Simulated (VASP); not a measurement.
Input of a VASP 6.6.1 run:

INCAR

```
SYSTEM = Mg5Te3
PREC = Accurate ; ENCUT = 600
EDIFF = 1E-6 ; ISMEAR = 0
SIGMA = 0.2 ; LREAL = .FALSE.
LASPH = .TRUE. ; NELM = 80
ALGO = Fast ; ISIF = 3
LWAVE = .FALSE. ; LCHARG = .FALSE.
GGA = PE ; IBRION = 2
NSW = 36 ; EDIFFG = -0.08
```

File KPOINTS:

```
regular mesh
0
G
  3 3 4
  0 0 0
```

File POSCAR:

```
Mg5Te3
1.0
    7.5189524900      0.0000000000      0.0000000000
   -3.7594762400      6.5116038600      0.0000000000
    0.0000000000      0.0000000000      4.6127643200
Mg Te
5 3
Direct
    0.6666666700      0.3333333300      0.5000000000
    0.3333333300      0.6666666700      0.5000000000
    0.0000000000      0.3177340000      0.5000000000
    0.3177340000      0.0000000000      0.5000000000
    0.6822660000      0.6822660000      0.5000000000
    0.0000000000      0.6640669700      0.0000000000
    0.3359330300      0.3359330300      0.0000000000
    0.6640669700      0.0000000000      0.0000000000
```

Potentials or basis: VASP PAW PBE potentials, release 64 (Mg, Te).

The run is started by

```bash
$ cat potpaw_PBE.64/Mg/POTCAR potpaw_PBE.64/Te/POTCAR > POTCAR
$ mpirun -np 1 vasp_std > vasp.out
```

(1) Predict the space group after relaxing (to 0.1 Å).

(2) What does it give for the band gap on the k mesh?

(3) Predict the relaxed cell.

## Answers

(1) P-62m (No. 189).

(2) zero (bands 14 and 15 overlap by 2.54 eV).

(3) a = 7.728 Å, b = 7.728 Å, c = 4.038 Å, α = 90.00°, β = 90.00°, γ = 120.00°.

Caveat: spin-orbit coupling is left out, which moves the levels of the heavy elements.
